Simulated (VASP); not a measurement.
## Ta: single point with PBEsol

The system is Ta.

```
Ta
1.0
    -1.65128    1.65128    1.46551
     1.65128   -1.65128    1.46551
     1.65128    1.65128   -1.46551
Ta
1
Direct
  0.00000 0.00000 0.00000
```

This cell differs from its parent crystal: strain -0.1125 x Voigt [0, 0, 1, 0, 0, 0].

- Program: VASP 6.6.1
- Task: single point
- Functional: PBEsol
- Potentials or basis: VASP PAW PBE potentials, release 64 (Ta_pv)
- Cutoff: 520 eV
- k mesh: 20 × 20 × 20
- Occupations: gaussian, width 0.15 eV
- Spin: no spin polarisation
- Dipole correction: no
- Further INCAR settings: ALGO = Normal; EDIFF = 1e-06; NBANDS = 12

* Pressure: 26.6 GPa
* Band gap on the k mesh: zero (an odd number of electrons rules out a gap without spin polarisation)

Stress tensor (GPa, compression positive):
```
21.64  0.00  0.00
 0.00 21.64  0.00
 0.00  0.00 36.61
```

Levels at points of the mesh, in eV from the Fermi level:
| k point | band 1 | band 2 | band 3 | band 4 | band 5 | band 6 | band 7 | band 8 | band 9 | band 10 |
| --- | --- | --- | --- | --- | --- | --- | --- | --- | --- | --- |
| (0.00, 0.00, 0.00) | -32.64 | -32.64 | -32.58 | -8.46 | -0.47 | 1.40 | 1.40 | 2.88 | 5.48 | 14.88 |
| (0.50, 0.00, 0.00) | -34.36 | -33.21 | -32.74 | -5.05 | -2.55 | 2.58 | 4.21 | 6.88 | 8.84 | 12.39 |
| (0.50, 0.50, 0.00) | -34.37 | -33.01 | -32.57 | -5.05 | -0.67 | 1.52 | 2.68 | 4.67 | 8.69 | 12.91 |
| (0.50, 0.50, 0.50) | -33.92 | -33.92 | -33.49 | -4.86 | -4.49 | 7.66 | 7.66 | 8.23 | 8.73 | 8.73 |

It took 28 s on 1 thread of Intel(R) Xeon(R) 6975P-C (Granite Rapids), on a shared host, peak memory 0.24 GiB.

Caveat: the cell differs from its parent crystal (strain -0.1125 x Voigt [0, 0, 1, 0, 0, 0]); the cell stands under pressure; the PAW data sets were made with another functional, which shifts forces and pressure a little; spin-orbit coupling is left out, which moves the levels of the heavy elements.
